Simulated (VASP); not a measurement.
# CaSe (I4/mmm) in VASP: a series of runs, part 2 of 2

VASP 6.6.1. The steps go on from the part before.

### 3 Single point, r2SCAN (epitaxial xy strain +1.0%)

POSCAR reads:

```
CaSe
1.0
    0.0000000000      2.9972104638      2.9573152465
    2.9972104638      0.0000000000      2.9573152465
    2.9972104638      2.9972104638      0.0000000000
Ca Se
1 1
Direct
    0.0000000000      0.0000000000      0.0000000000
    0.5000000000      0.5000000000      0.5000000000
```

INCAR.step1 reads:

```
SYSTEM = CaSe
  PREC = Accurate
  ENCUT = 520
  ISMEAR = 0
  SIGMA = 0.01
  LREAL = .False.
  LASPH = .True.
  NELM = 60
  NBANDS = 15
  GGA = PE
  ALGO = Normal
  EDIFF = 1E-4
  LWAVE = .True.
  LCHARG = .False.
```

INCAR.step2 reads:

```
SYSTEM = CaSe
  PREC = Accurate
  ENCUT = 520
  EDIFF = 1E-6
  ISMEAR = 0
  SIGMA = 0.01
  LREAL = .False.
  LASPH = .True.
  NELM = 60
  ALGO = Normal
  ISIF = 2
  LWAVE = .False.
  LCHARG = .False.
  METAGGA = R2SCAN
  LMIXTAU = .True.
  NBANDS = 15
  ISTART = 1
```

KPOINTS reads:

```
regular mesh
0
Gamma
  8 8 8
  0 0 0
```

Potentials or basis: VASP PAW PBE potentials, release 64 (Ca_sv, Se).

On the command line:

```sh
$ cat potpaw_PBE.64/Ca_sv/POTCAR potpaw_PBE.64/Se/POTCAR > POTCAR
$ cp INCAR.step1 INCAR
$ mpirun -np 1 vasp_std > vasp.out
$ cp INCAR.step2 INCAR
$ mpirun -np 1 vasp_std > vasp.out
```

OUTCAR:

```text
SYSTEM = CaSe
   PREC = Accurate
   ENCUT = 520
   EDIFF = 1E-6
   ISMEAR = 0
   LREAL = .False.
   LASPH = .True.
   NELM = 60
   ISIF = 2
   METAGGA = R2SCAN
   ISTART = 1

 ion  position               nearest neighbor table
   1  0.000  0.000  0.000-   2 2.96   2 2.96
   2  0.500  0.500  0.500-   1 2.96   1 2.96

  LATTYP: Found a body centered tetragonal cell.
 ALAT       =     4.2386956872
 C/A-ratio  =     1.3953892729

  Lattice vectors:

 A1 = (   0.0000000000,  -2.9972104638,  -2.9573152465)
 A2 = (   0.0000000000,   2.9972104638,  -2.9573152465)
 A3 = (   2.9972104638,   0.0000000000,   2.9573152465)

Analysis of symmetry for initial positions (statically):
=====================================================================
 Subroutine PRICEL returns:
 Original cell was already a primitive cell.

 Routine SETGRP: Setting up the symmetry group for a
 body centered tetragonal supercell.

 Subroutine GETGRP returns: Found 16 space group operations
 (whereof 16 operations were pure point group operations)
 out of a pool of 16 trial point group operations.

The static configuration has the point symmetry D_4h.

Analysis of symmetry for dynamics (positions and initial velocities):
=====================================================================
 Subroutine PRICEL returns:
 Original cell was already a primitive cell.

 Routine SETGRP: Setting up the symmetry group for a
 body centered tetragonal supercell.

 Subroutine GETGRP returns: Found 16 space group operations
 (whereof 16 operations were pure point group operations)
 out of a pool of 16 trial point group operations.

The dynamic configuration has the point symmetry D_4h.

 Subroutine INISYM returns: Found 16 space group operations
 (whereof 16 operations are pure point group operations),
 and found     1 'primitive' translations

----------------------------------------------------------------------------------------

                                     Primitive cell

  volume of cell :      53.1327

[... 118 lines left out ...]
   LRPA    =     F    only Hartree local field effects (RPA)
 non-spin polarized calculation
 Gauss-broadening in eV      SIGMA  =   0.01
  energy-cutoff  :      520.00
  volume of cell :       53.13
 maximum number of plane-waves:      1441
   NGX = 15   NGY = 15   NGZ = 15

 number of electron      15.9999997 magnetization

 Free energy of the ion-electron system (eV)
  ---------------------------------------------------
  ext. energy  EPLUGINS =         0.00000000
  ---------------------------------------------------
  free energy    TOTEN  =       -25.97641463 eV

  energy without entropy =      -25.97641463  energy(sigma->0) =      -25.97641463

 E-fermi :   2.1029     XC(G=0):  -9.4618

 val. band max:        2.0061722622   @ k =   0.0000   0.0000   0.0000
 cond. band min:       4.5520794346   @ k =   0.5000   0.5000   0.0000
 fundamental gap:      2.5459071724
 Fermi energy:         2.1029149969

 k-point     1 :       0.0000    0.0000    0.0000
  band No.  band energies     occupation
      1     -39.3769      2.00000
      2     -19.4847      2.00000
      3     -19.4847      2.00000
      4     -19.4804      2.00000
      5     -10.0988      2.00000
      6       2.0017      2.00000
      7       2.0017      2.00000
      8       2.0062      2.00000
      9       5.9771      0.00000
     10       6.2094      0.00000
     11       6.2094      0.00000
     12       6.2959      0.00000
     13       6.7896      0.00000
     14       6.8456      0.00000
[... 401 lines left out ...]
      2     -19.5569      2.00000
      3     -19.4949      2.00000
      4     -19.4912      2.00000
      5      -9.5942      2.00000
      6      -0.5238      2.00000
      7       0.9256      2.00000
      8       1.1266      2.00000
      9       6.2111      0.00000
     10       7.5968      0.00000
     11       7.7530      0.00000
     12       8.3450      0.00000
     13       8.4583      0.00000
     14       9.7751      0.00000
     15      11.1458      0.00000

 [... further k-points ...]

------------------------ aborting loop because EDIFF is reached ----------------------------------------

  FORCE on cell =-STRESS in cart. coord.  units (eV):
  Direction    XX          YY          ZZ          XY          YZ          ZX
  --------------------------------------------------------------------------------------
  -------------------------------------------------------------------------------------
  Total       -0.3343586     -0.3343586      0.0801549      0.0000000      0.0000000     -0.0000000
  in kB      -10.0823326    -10.0823326      2.4170096      0.0000000      0.0000000     -0.0000000
  external PRESSURE =      -5.9158852 kB  Pullay stress =       0.0000000 kB

 VOLUME and BASIS-vectors are now :
 -----------------------------------------------------------------------------
  energy-cutoff  :      520.00
  volume of cell :       53.13
      direct lattice vectors                 reciprocal lattice vectors
     0.000000000  2.997210464  2.957315246    -0.166821785  0.166821785  0.169072269
     2.997210464  0.000000000  2.957315246     0.166821785 -0.166821785  0.169072269
     2.997210464  2.997210464  0.000000000     0.166821785  0.166821785 -0.169072269

 POSITION                                       TOTAL-FORCE (eV/Angst)
 -----------------------------------------------------------------------------------
      0.00000      0.00000      0.00000        -0.000000     -0.000000      0.000000
      2.99721      2.99721      2.95732         0.000000      0.000000      0.000000
 -----------------------------------------------------------------------------------
    total drift:                                0.000000     -0.000000     -0.000000

  FREE ENERGIE OF THE ION-ELECTRON SYSTEM (eV)
  ---------------------------------------------------
  free  energy   TOTEN  =       -25.9764146293 eV

  energy  without entropy=      -25.9764146293  energy(sigma->0) =      -25.97641463
```

OSZICAR.step1:

```text
N       E                     dE             d eps       ncg     rms          rms(c)
DAV:   1     0.105083432603E+03    0.10508E+03   -0.74622E+03  1770   0.978E+02
DAV:   2    -0.501453774771E+01   -0.11010E+03   -0.10462E+03  2204   0.242E+02
DAV:   3    -0.942013763944E+01   -0.44056E+01   -0.43662E+01  2444   0.456E+01
DAV:   4    -0.962857035933E+01   -0.20843E+00   -0.20834E+00  2460   0.823E+00
DAV:   5    -0.962998108048E+01   -0.14107E-02   -0.14107E-02  2406   0.739E-01    0.426E+00
DAV:   6    -0.948657302613E+01    0.14341E+00   -0.19473E-01  2106   0.231E+00    0.252E+00
DAV:   7    -0.947985876027E+01    0.67143E-02   -0.99769E-02  2254   0.198E+00    0.824E-01
DAV:   8    -0.948402032149E+01   -0.41616E-02   -0.12415E-02  1854   0.842E-01    0.120E-01
DAV:   9    -0.948411423709E+01   -0.93916E-04   -0.67886E-04  2327   0.256E-01
   1 F= -.94841142E+01 E0= -.94841142E+01  d E =-.178443E-31
```

Run time: 98 s. Hardware: 1 thread of Intel Xeon Platinum 8559C (Emerald Rapids), shared host; peak memory 0.21 GiB.

Results:

| Quantity | Value |
| --- | --- |
| Free energy | -25.9764 eV |
| Pressure | -0.6 GPa |
| Band gap on the k mesh | 2.55 eV (least direct gap 3.45 eV) |

Stress tensor (GPa, compression positive):
```
-1.01  0.00  0.00
 0.00 -1.01  0.00
 0.00  0.00  0.24
```

Caveat: the cell differs from its parent crystal (epitaxial xy strain +1.0%); the PAW data sets were made with another functional, which shifts forces and pressure a little. A k mesh can miss the band edges.
